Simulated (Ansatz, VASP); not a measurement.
Te in VASP and in Ansatz

File INCAR:

```
PREC     = Accurate       # precision mode
ENCUT    = 520            # plane-wave cutoff, eV
EDIFF    = 1E-7           # SCF threshold, eV
ISMEAR   = 0              # smearing method
SIGMA    = 0.1            # smearing width, eV
LREAL    = F              # projectors in reciprocal space
LASPH    = T              # aspherical terms in the spheres
NELM     = 80             # most SCF steps
ALGO     = Normal         # electronic algorithm
ISIF     = 2              # what is computed and relaxed
LWAVE    = F              # write WAVECAR
LCHARG   = F              # write CHGCAR
GGA      = PS             # functional
NBANDS   = 16             # bands
```

KPOINTS

```
regular mesh
0
Gamma
  6 6 6
```

File POSCAR:

```
Te
1.0
    1.9079043632      1.1015290976      9.2207820709
   -1.9079043632      1.1015290976      9.2207820709
    0.0000000000     -2.2030581954      9.2207820709
Te
3
Direct
    0.0000000000      0.0000000000      0.0000000000
    0.2222200000      0.2222200000      0.2222200000
    0.7777800000      0.7777800000      0.7777800000
```

Input for Ansatz:

```yaml
crystal:
  lattice:
    - [1.9079043632, 1.1015290976, 9.2207820709]
    - [-1.9079043632, 1.1015290976, 9.2207820709]
    - [0.0, -2.2030581954, 9.2207820709]
  atoms:
    - { symbol: Te, position: [0.0, 0.0, 0.0] }
    - { symbol: Te, position: [0.22222, 0.22222, 0.22222] }
    - { symbol: Te, position: [0.77778, 0.77778, 0.77778] }
basis:
  ecutwfc: 420
kpoints:
  mp_grid: { grid: [6, 6, 6] }
hamiltonian:
  xc: pbesol
scf:
  occupations: { method: gaussian, width: 0.1 }
  lower_state_search: "off"
output:
  forces: true
  stress: true
  eigenvalues: true
```

Alike in both runs: task single point; functional PBEsol; k mesh 6 × 6 × 6; occupations gaussian, width 0.1 eV; no spin polarisation.

|  | VASP | Ansatz |
| --- | --- | --- |
| version | VASP 6.6.1 | Ansatz 0.2.0 |
| potentials or method | VASP PAW PBE potentials, release 64 (Te), cutoff 520 eV | scalar-relativistic, plane waves, PAW |
| valence electrons in the cell | 18 | 48 |

```tsv
	VASP	Ansatz	Ansatz less VASP
gap on the k mesh at the Fermi level (eV)	none	none	-
pressure (GPa)	-9.6	-9.6	+0.02
traceless stress, the component that is largest in VASP (GPa)	-2.08	-2.08	+0.004
rms of the force components (eV/Å)	0.014	0.014	+0.0001
```

VASP's potentials were made for PBE, not for PBEsol. Atom by atom the forces differ by 0.000 eV/Å (rms over components). A gap of «none» marks a metal or a gap that the smearing closes. The functional is the same, so the differences come from potentials, cutoffs and numerics. VASP's potentials hold 18 valence electrons a cell and Ansatz's 48, so a difference there can come from the potentials and not from the codes.

Spin-orbit coupling is off throughout.
